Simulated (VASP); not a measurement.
# HfH2 (I4/mmm) in VASP: further runs, part 2 of 2

VASP 6.6.1.

### 4 Single point, PBEsol (biaxial strain in the a-b plane: +3.0 %)

INCAR reads:

```
SYSTEM = HfH2
ALGO     = Normal         ! electronic algorithm
EDIFF    = 1E-7           ! SCF threshold, eV
ENCUT    = 520            ! plane-wave cutoff, eV
GGA      = PS             ! functional
ISIF     = 2              ! what is computed and relaxed
ISMEAR   = 0              ! smearing method
LASPH    = .TRUE.         ! aspherical terms in the spheres
LCHARG   = .FALSE.        ! write CHGCAR
LREAL    = .FALSE.        ! projectors in reciprocal space
LWAVE    = .FALSE.        ! write WAVECAR
NBANDS   = 21             ! bands
NELM     = 60             ! most SCF steps
PREC     = Accurate       ! precision mode
SIGMA    = 0.1            ! smearing width, eV
```

KPOINTS reads:

```
k-points
0
G
  10 10 8
  0 0 0
```

POSCAR reads:

```
HfH2
1.0
    3.5681971929      0.0000000000      0.0000000000
    0.0000000000      3.5681971929      0.0000000000
    0.0000000000      0.0000000000      4.1613935440
Hf H
2 4
Direct
    0.0000000000      0.0000000000      0.0000000000
    0.5000000000      0.5000000000      0.5000000000
    0.0000000000      0.5000000000      0.2500000000
    0.5000000000      0.0000000000      0.2500000000
    0.5000000000      0.0000000000      0.7500000000
    0.0000000000      0.5000000000      0.7500000000
```

Run with:

```
$ cat potpaw_PBE.64/Hf_pv/POTCAR potpaw_PBE.64/H/POTCAR > POTCAR
$ mpirun -np 1 vasp_std > vasp.out
```

It took 74 s on 1 thread of Intel Xeon Platinum 8559C (Emerald Rapids), shared host; peak memory 0.23 GiB.

Results (log left out):

| Quantity | Value |
| --- | --- |
| Free energy | -37.5105 eV |
| Pressure | -7.3 GPa |
| Band gap on the k mesh | zero (band 12 reaches 5.72 eV, above the bottom of band 13 at 4.75 eV) |

Stress tensor (GPa, compression positive):
```
-8.91  0.00  0.00
 0.00 -8.91  0.00
 0.00  0.00 -3.92
```

Levels at points of the mesh, in eV from the Fermi level:
```tsv
k point	band 8	band 9	band 10	band 11	band 12	band 13	band 14	band 15	band 16	band 17
(0.00, 0.00, 0.00)	-7.84	-3.60	-3.56	-0.88	-0.36	-0.36	0.83	1.42	3.12	4.67
(0.50, 0.00, 0.00)	-8.21	-4.65	-4.65	-1.37	-1.37	0.75	0.75	1.71	1.71	3.52
(0.50, 0.50, 0.00)	-6.05	-5.92	-5.92	-4.10	-4.10	3.58	3.58	3.67	3.67	5.47
(0.00, 0.00, 0.50)	-8.58	-5.85	-5.85	0.60	0.60	0.60	0.60	1.32	1.32	2.79
(0.50, 0.00, 0.50)	-8.20	-5.08	-5.08	-1.04	-1.04	1.14	1.14	3.47	3.47	4.59
(0.50, 0.50, 0.50)	-6.09	-6.09	-6.09	-2.22	-2.22	1.67	1.67	3.64	3.64	4.12
```

Caveat: the cell differs from its parent crystal (biaxial strain in the a-b plane: +3.0 %); the PAW data sets were made with another functional, which shifts forces and pressure a little; spin-orbit coupling is left out, which moves the levels of the heavy elements.

### 5 Single point, PBEsol (equal strain along all axes, cell held: -3.0 %)

INCAR reads:

```
PREC     = Accurate       # precision mode
ENCUT    = 520            # plane-wave cutoff, eV
EDIFF    = 1E-7           # SCF threshold, eV
ISMEAR   = 0              # smearing method
SIGMA    = 0.1            # smearing width, eV
LREAL    = False          # projectors in reciprocal space
LASPH    = True           # aspherical terms in the spheres
NELM     = 60             # most SCF steps
ALGO     = Normal         # electronic algorithm
ISIF     = 2              # what is computed and relaxed
LWAVE    = False          # write WAVECAR
LCHARG   = False          # write CHGCAR
GGA      = PS             # functional
NBANDS   = 21             # bands
```

KPOINTS reads:

```
Automatic mesh
0
Gamma
  10 10 8
```

Edit POSCAR of step 4 so:

```diff
@@ -2,5 +2,5 @@
 1.0
-    3.5681971929      0.0000000000      0.0000000000
-    0.0000000000      3.5681971929      0.0000000000
-    0.0000000000      0.0000000000      4.1613935440
+    3.3603410458      0.0000000000      0.0000000000
+    0.0000000000      3.3603410458      0.0000000000
+    0.0000000000      0.0000000000      4.1105414844
 Hf H
```

Potentials or basis: VASP PAW PBE potentials, release 64 (Hf_pv, H).

Run with:

```
$ cat potpaw_PBE.64/Hf_pv/POTCAR potpaw_PBE.64/H/POTCAR > POTCAR
$ mpirun -np 1 vasp_std > vasp.out
```

OUTCAR:

```text
PREC = Accurate
   ENCUT = 520
   EDIFF = 1E-7
   ISMEAR = 0
   LREAL = False
   LASPH = True
   NELM = 60
   ISIF = 2
   GGA = PS

 ion  position               nearest neighbor table
   1  0.000  0.000  0.000-   3 1.97   4 1.97   5 1.97   6 1.97   3 1.97   6 1.97   4 1.97   5 1.97
                             2 3.14   2 3.14   2 3.14   2 3.14   2 3.14   2 3.14   2 3.14   2 3.14
   2  0.500  0.500  0.500-   3 1.97   4 1.97   5 1.97   6 1.97   4 1.97   5 1.97   3 1.97   6 1.97
                             1 3.14   1 3.14   1 3.14   1 3.14   1 3.14   1 3.14   1 3.14   1 3.14
   3  0.000  0.500  0.250-   1 1.97   2 1.97   1 1.97   2 1.97
   4  0.500  0.000  0.250-   1 1.97   2 1.97   2 1.97   1 1.97
   5  0.500  0.000  0.750-   1 1.97   2 1.97   2 1.97   1 1.97
   6  0.000  0.500  0.750-   1 1.97   2 1.97   1 1.97   2 1.97

  LATTYP: Found a simple tetragonal cell.
 ALAT       =     3.3603410458
 C/A-ratio  =     1.2232512797

  Lattice vectors:

 A1 = (   3.3603410458,   0.0000000000,   0.0000000000)
 A2 = (   0.0000000000,   3.3603410458,   0.0000000000)
 A3 = (   0.0000000000,   0.0000000000,   4.1105414844)

Analysis of symmetry for initial positions (statically):
=====================================================================
 Subroutine PRICEL returns following result:

  LATTYP: Found a body centered tetragonal cell.
 ALAT       =     3.3603410458
 C/A-ratio  =     1.2232512797

  Lattice vectors:

 A1 = (  -1.6801705229,  -1.6801705229,  -2.0552707422)
 A2 = (   1.6801705229,   1.6801705229,  -2.0552707422)
 A3 = (   1.6801705229,  -1.6801705229,   2.0552707422)

   2 primitive cells build up your supercell.

 Routine SETGRP: Setting up the symmetry group for a
 simple tetragonal supercell.

 Subroutine GETGRP returns: Found 16 space group operations
 (whereof 16 operations were pure point group operations)
 out of a pool of 16 trial point group operations.

The static configuration has the point symmetry D_4h.

Analysis of symmetry for dynamics (positions and initial velocities):
=====================================================================
 Subroutine PRICEL returns following result:

  LATTYP: Found a body centered tetragonal cell.
 ALAT       =     3.3603410458
 C/A-ratio  =     1.2232512797

  Lattice vectors:

 A1 = (  -1.6801705229,  -1.6801705229,  -2.0552707422)
 A2 = (   1.6801705229,   1.6801705229,  -2.0552707422)
 A3 = (   1.6801705229,  -1.6801705229,   2.0552707422)

   2 primitive cells build up your supercell.

 Routine SETGRP: Setting up the symmetry group for a
 simple tetragonal supercell.

 Subroutine GETGRP returns: Found 16 space group operations
 (whereof 16 operations were pure point group operations)
 out of a pool of 16 trial point group operations.

The dynamic configuration has the point symmetry D_4h.

 Subroutine INISYM returns: Found 16 space group operations
 (whereof 16 operations are pure point group operations),
 and found     2 'primitive' translations

----------------------------------------------------------------------------------------

                                     Primitive cell

[... 38 lines left out ...]

  Shift w.r.t. Gamma in fractional coordinates (k-lattice)
     0.000000000  0.000000000  0.000000000

 Subroutine IBZKPT returns following result:
 ===========================================

 Found    105 irreducible k-points:

 Following reciprocal coordinates:
            Coordinates               Weight
  0.000000  0.000000  0.000000      1.000000
  0.100000  0.000000  0.000000      4.000000
  0.200000  0.000000  0.000000      4.000000
  0.300000  0.000000  0.000000      4.000000
  0.400000  0.000000  0.000000      4.000000
  0.500000  0.000000  0.000000      2.000000
[... 16 lines left out ...]
  0.100000  0.000000  0.125000      8.000000
  0.200000  0.000000  0.125000      8.000000
 [... further k-points ...]
   k-points           NKPTS =    105   k-points in BZ     NKDIM =    105   number of bands    NBANDS=     21
   number of dos      NEDOS =    301   number of ions     NIONS =      6
   total plane-waves  NPLWV =  25088
   dimension x,y,z NGX =    28 NGY =   28 NGZ =   32
   dimension x,y,z NGXF=    56 NGYF=   56 NGZF=   64
   ions per type =               2   4
   NGX,Y,Z   is equivalent  to a cutoff of  13.85, 13.85, 12.94 a.u.
   NGXF,Y,Z  is equivalent  to a cutoff of  27.70, 27.70, 25.88 a.u.
 SYSTEM =  unknown system
   PREC   = accura    normal or accurate (medium, high low for compatibility)
   ISTART =      0    job   : 0-new  1-cont  2-samecut
   ICHARG =      2    charge: 1-file 2-atom 10-const
   ISPIN  =      1    spin polarized calculation?
   LNONCOLLINEAR =      F non collinear calculations
   LSORBIT =      F    spin-orbit coupling
   LASPH  =      T    aspherical Exc in radial PAW
   ENCUT  =  520.0 eV  38.22 Ry    6.18 a.u.   6.25  6.25  7.64*2*pi/ulx,y,z
   NELM   =     60;   NELMIN=  2; NELMDL= -5     # of ELM steps
   EDIFF  = 0.1E-06   stopping-criterion for ELM
   LREAL  =      F    real-space projection
   EDIFFG = 0.1E-05   stopping-criterion for IOM
   NSW    =      0    number of steps for IOM
   IBRION =     -1    ionic relax: 0-MD 1-quasi-New 2-CG
   NFREE  =      0    steps in history (QN), initial steepest desc. (CG)
   ISIF   =      2    stress and relaxation
   ISYM   =      2    0-nonsym 1-usesym 2-fastsym
   POTIM  = 0.5000    time-step for ionic-motion
   TEBEG  =    0.0;   TEEND  =   0.0 temperature during run
   PSTRESS=    0.0 pullay stress
   NELECT =      24.0000    total number of electrons
   NUPDOWN=      -1.0000    fix difference up-down
   EMIN   =  10.00;   EMAX   =-10.00  energy-range for DOS
   EFERMI =   0.00;   METHOD = LEGACY
   ISMEAR =     0;   SIGMA  =   0.10  broadening in eV -4-tet -1-fermi 0-gaus
   EFERMI_NEDOS =   21; number of points for ismear=-14 and -15
   IALGO  =     38    algorithm
   IMIX   =      4    mixing-type and parameters
     AMIX     =   0.40;   BMIX     =  1.00
     AMIX_MAG =   1.60;   BMIX_MAG =  1.00
  volume/ion in A,a.u.               =       7.74        52.20
  Fermi-wavevector in a.u.,A,eV,Ry     =   1.313984  2.483069 23.491184  1.726553
  Thomas-Fermi vector in A             =   2.444268
   LORBIT       =      0    0 simple, 1 ext, 2 COOP (PROOUT), +10 PAW based schemes
   GGA     = PS    functional components
   LHFCALC =     F    Hartree Fock is set to
   AEXX    =    0.0000 exact exchange contribution
   IVDW    =     0    specifies the selected vdW correction
   LEPSILON=     F    determine dielectric tensor
   LRPA    =     F    only Hartree local field effects (RPA)
 non-spin polarized calculation
 Gauss-broadening in eV      SIGMA  =   0.10
  energy-cutoff  :      520.00
  volume of cell :       46.42
 maximum number of plane-waves:      1272
 NGX is ok and might be reduce to    28
   NGX = 13   NGY = 13   NGZ = 15

 number of electron      24.0000000 magnetization

 Free energy of the ion-electron system (eV)
  ---------------------------------------------------
  ext. energy  EPLUGINS =         0.00000000
  ---------------------------------------------------
  free energy    TOTEN  =       -37.38161984 eV

  energy without entropy =      -37.37815079  energy(sigma->0) =      -37.37988532

 E-fermi :   6.0645     XC(G=0): -12.1244

 val. band max:        6.0416206660   @ k =   0.2000   0.0000   0.5000
 cond. band min:       6.1170485078   @ k =   0.1000   0.0000   0.3750
 fundamental gap:      0.0754278418
 Fermi energy:         6.0644864219

 k-point     1 :       0.0000    0.0000    0.0000
  band No.  band energies     occupation
      1     -25.1338      2.00000
      2     -24.8048      2.00000
      3     -24.8048      2.00000
      4     -24.3819      2.00000
      5     -24.3819      2.00000
      6     -24.3083      2.00000
[... 565 lines left out ...]
     20      12.9790      0.00000
     21      15.7727      0.00000

 [... further k-points ...]
[... 5 lines left out ...]
  --------------------------------------------------------------------------------------
  -------------------------------------------------------------------------------------
  Total        5.0360232      5.0360232      4.1673559      0.0000000      0.0000000      0.0000000
  in kB      173.8331319    173.8331319    143.8485301      0.0000000      0.0000000      0.0000000
  external PRESSURE =     163.8382646 kB  Pullay stress =       0.0000000 kB

 VOLUME and BASIS-vectors are now :
 -----------------------------------------------------------------------------
  energy-cutoff  :      520.00
  volume of cell :       46.42
      direct lattice vectors                 reciprocal lattice vectors
     3.360341046  0.000000000  0.000000000     0.297588842  0.000000000  0.000000000
     0.000000000  3.360341046  0.000000000     0.000000000  0.297588842  0.000000000
     0.000000000  0.000000000  4.110541484     0.000000000  0.000000000  0.243276951

 POSITION                                       TOTAL-FORCE (eV/Angst)
 -----------------------------------------------------------------------------------
      0.00000      0.00000      0.00000         0.000000      0.000000      0.000000
      1.68017      1.68017      2.05527        -0.000000     -0.000000     -0.000000
      0.00000      1.68017      1.02764        -0.000000     -0.000000      0.000000
      1.68017      0.00000      1.02764         0.000000      0.000000      0.000000
      1.68017      0.00000      3.08291         0.000000      0.000000      0.000000
      0.00000      1.68017      3.08291         0.000000     -0.000000      0.000000
 -----------------------------------------------------------------------------------
    total drift:                                0.000000      0.000000      0.000000

  FREE ENERGIE OF THE ION-ELECTRON SYSTEM (eV)
  ---------------------------------------------------
  free  energy   TOTEN  =       -37.3816198441 eV

  energy  without entropy=      -37.3781507912  energy(sigma->0) =      -37.37988532
```

Wall time 41 s (1 thread of Intel Xeon 6975P-C (Granite Rapids), shared host); peak memory 0.22 GiB.

What came out:

```yaml
Free_energy: -37.3816 eV
Pressure: 16.4 GPa
Band_gap_on_the_k_mesh: zero (band 12 reaches 6.92 eV, above the bottom of band 13 at 5.56 eV)
```

Stress tensor (GPa, compression positive):
```
17.38  0.00  0.00
 0.00 17.38  0.00
 0.00  0.00 14.38
```

Caveat: the cell differs from its parent crystal (equal strain along all axes, cell held: -3.0 %); the PAW data sets were made with another functional, which shifts forces and pressure a little; spin-orbit coupling is left out, which moves the levels of the heavy elements.

### 6 Single point, PBEsol (equal strain along all axes, cell held: -2.0 %)

INCAR reads:

```
PREC     = Accurate       # precision mode
ENCUT    = 520            # plane-wave cutoff, eV
EDIFF    = 1E-6           # SCF threshold, eV
ISMEAR   = 0              # smearing method
SIGMA    = 0.1            # smearing width, eV
LREAL    = F              # projectors in reciprocal space
LASPH    = T              # aspherical terms in the spheres
NELM     = 80             # most SCF steps
ALGO     = Normal         # electronic algorithm
ISIF     = 2              # what is computed and relaxed
LWAVE    = F              # write WAVECAR
LCHARG   = F              # write CHGCAR
GGA      = PS             # functional
NBANDS   = 21             # bands
```

KPOINTS reads:

```
regular mesh
0
Gamma
  10 10 8
```

Edit POSCAR of step 5 so:

```diff
@@ -2,5 +2,5 @@
 1.0
-    3.3603410458      0.0000000000      0.0000000000
-    0.0000000000      3.3603410458      0.0000000000
-    0.0000000000      0.0000000000      4.1105414844
+    3.3949837369      0.0000000000      0.0000000000
+    0.0000000000      3.3949837369      0.0000000000
+    0.0000000000      0.0000000000      4.1529182007
 Hf H
```

Potentials or basis: VASP PAW PBE potentials, release 64 (Hf_pv, H).

Run with:

```
$ cat potpaw_PBE.64/Hf_pv/POTCAR potpaw_PBE.64/H/POTCAR > POTCAR
$ mpirun -np 1 vasp_std > vasp.out
```

Wall time 36 s (1 thread of Intel Xeon 6975P-C (Granite Rapids), shared host); peak memory 0.22 GiB.

Results (log left out):

```yaml
Free_energy: -37.5019 eV
Pressure: 10.0 GPa
Band_gap_on_the_k_mesh: zero (band 12 reaches 6.66 eV, above the bottom of band 13 at 5.36 eV)
```

Stress tensor (GPa, compression positive):
```
10.66  0.00  0.00
 0.00 10.66  0.00
 0.00  0.00  8.65
```

Levels at points of the mesh, in eV from the Fermi level:
```
           k point  band 9  band 10  band 11  band 12  band 13  band 14  band 15  band 16
(0.00, 0.00, 0.00)   -4.15    -3.91    -1.12    -0.49    -0.49     0.53     1.91     3.59
(0.50, 0.00, 0.00)   -5.28    -5.28    -1.56    -1.56     0.91     0.91     1.86     1.86
(0.50, 0.50, 0.00)   -5.71    -5.71    -4.48    -4.48     4.33     4.33     4.56     4.56
(0.00, 0.00, 0.50)   -6.28    -6.28     0.81     0.81     0.81     0.81     0.88     0.88
(0.50, 0.00, 0.50)   -5.06    -5.06    -1.02    -1.02     0.84     0.84     4.17     4.17
(0.50, 0.50, 0.50)   -6.38    -6.38    -2.56    -2.56     1.68     1.68     4.38     4.38
```

Caveat: the cell differs from its parent crystal (equal strain along all axes, cell held: -2.0 %); the PAW data sets were made with another functional, which shifts forces and pressure a little; spin-orbit coupling is left out, which moves the levels of the heavy elements.

### 7 The runs side by side

| cell | gap on the mesh (eV) | pressure (GPa) |
| --- | --- | --- |
| a = 3.534, b = 3.534, c = 4.187 Å, 6 atoms | none | -5.2 |
| a = 3.568, b = 3.568, c = 4.085 Å, 6 atoms | none | -5.0 |
| a = 3.568, b = 3.568, c = 4.161 Å, 6 atoms | none | -7.3 |
| a = 3.360, b = 3.360, c = 4.111 Å, 6 atoms | none | 16.4 |
| a = 3.395, b = 3.395, c = 4.153 Å, 6 atoms | none | 10.0 |

Alike in all rows: task single point; level PBEsol; potentials or basis VASP PAW PBE potentials, release 64 (Hf_pv, H); no spin polarisation; k mesh 10 × 10 × 8; cutoff (eV) 520; smearing gaussian 0.1 eV.

Caveats: the PAW data sets were made with another functional, which shifts forces and pressure a little; spin-orbit coupling is left out, which moves the levels of the heavy elements.

Absolute energies hang on the potentials; compare differences alone.
